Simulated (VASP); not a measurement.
Write the native input for VASP 6.6.1 that does the following.

* Task: single point
* Functional: PBE
* Potentials or basis: VASP PAW PBE potentials, release 64 (Sb)
* Cutoff: 520 eV
* k mesh: 14 × 10 × 10
* Occupations: gaussian, width 0.1 eV
* Spin: no spin polarisation
* Dipole correction: no
* Further INCAR settings: ALGO = Normal; EDIFF = 1e-07; NBANDS = 12

The structure of Sb lies in POSCAR:

```
Sb
1.0
    3.0482684074      0.0000000000      0.0000117259
    0.0000000000      4.4014902928      0.0000000000
   -0.0092892967      0.0000000000      4.4010022802
Sb
2
Direct
   -0.0000047910      0.7500000000      0.7499784788
    1.0000047910      0.2500000000      0.2500215212
```

This cell differs from its parent crystal: uniaxial strain along a: -2.0 %, then relaxed in part.

The input as run:

INCAR

```
ALGO = Normal ; EDIFF = 1E-7
ENCUT = 520 ; GGA = PE
ISIF = 2 ; ISMEAR = 0
LASPH = True ; LCHARG = False
LREAL = False ; LWAVE = False
NBANDS = 12 ; NELM = 100
PREC = Accurate ; SIGMA = 0.1
```

KPOINTS

```
k-points
0
Gamma
  14 10 10
```

Potentials or basis: VASP PAW PBE potentials, release 64 (Sb).

Command:

```console
$ cat potpaw_PBE.64/Sb/POTCAR > POTCAR
$ mpirun -np 1 vasp_std > vasp.out
```

It gave:

The pressure is 1.1 GPa. The band gap on the k mesh is zero (bands 5 and 6 overlap by 8.48 eV).

Caveat: the cell differs from its parent crystal (uniaxial strain along a: -2.0 %, then relaxed in part); spin-orbit coupling is left out, which moves the levels of the heavy elements.

Wall time 4.1 min on 1 thread of Intel Xeon 8259CL (shared host), peak memory 0.39 GiB.
